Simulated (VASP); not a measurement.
Set up this calculation in VASP 6.6.1, as the native input.

```yaml
Task: single point
Functional: PBE
Potentials_or_basis: VASP PAW PBE potentials, release 64 (I)
Cutoff: 520 eV
k_mesh: 11 × 11 × 11
Occupations: fermi-dirac, width 0.1 eV
Spin: no spin polarisation
Dipole_correction: no
Further_INCAR_settings: ALGO = Normal; EDIFF = 1e-06; NBANDS = 14
```

The structure of I lies in POSCAR:

```
I
1.0
    2.3128115852     -1.3353023913      3.7839684215
    0.0000000000      2.6706047826      3.7839684215
   -2.3128115852     -1.3353023913      3.7839684215
I
2
Direct
    0.2500000000      0.2500000000      0.2500000000
   -0.2500000000     -0.2500000000     -0.2500000000
```

This cell differs from its parent crystal: volume scaled by 0.84.

One way to write it, as run:

INCAR

```
SYSTEM = I
  ALGO = Normal
  EDIFF = 1E-6
  ENCUT = 520
  GGA = PE
  ISIF = 2
  ISMEAR = -1
  LASPH = .TRUE.
  LCHARG = .FALSE.
  LREAL = .FALSE.
  LWAVE = .FALSE.
  NBANDS = 14
  NELM = 80
  PREC = Accurate
  SIGMA = 0.1
```

KPOINTS

```
k-points
0
G
  11 11 11
  0 0 0
```

Potentials or basis: VASP PAW PBE potentials, release 64 (I).

The run is started by

```sh
$ cat potpaw_PBE.64/I/POTCAR > POTCAR
$ mpirun -np 1 vasp_std > vasp.out
```

It gave:

The pressure is 6.1 GPa and the band gap on the k mesh is zero (band 7 reaches 6.28 eV, above the bottom of band 8 at 2.96 eV).

Caveat: spin-orbit coupling is left out, which moves the levels of the heavy elements.

It took 61 s on 1 thread of Intel(R) Xeon(R) Platinum 8488C (Sapphire Rapids), on a shared host, peak memory 0.27 GiB.
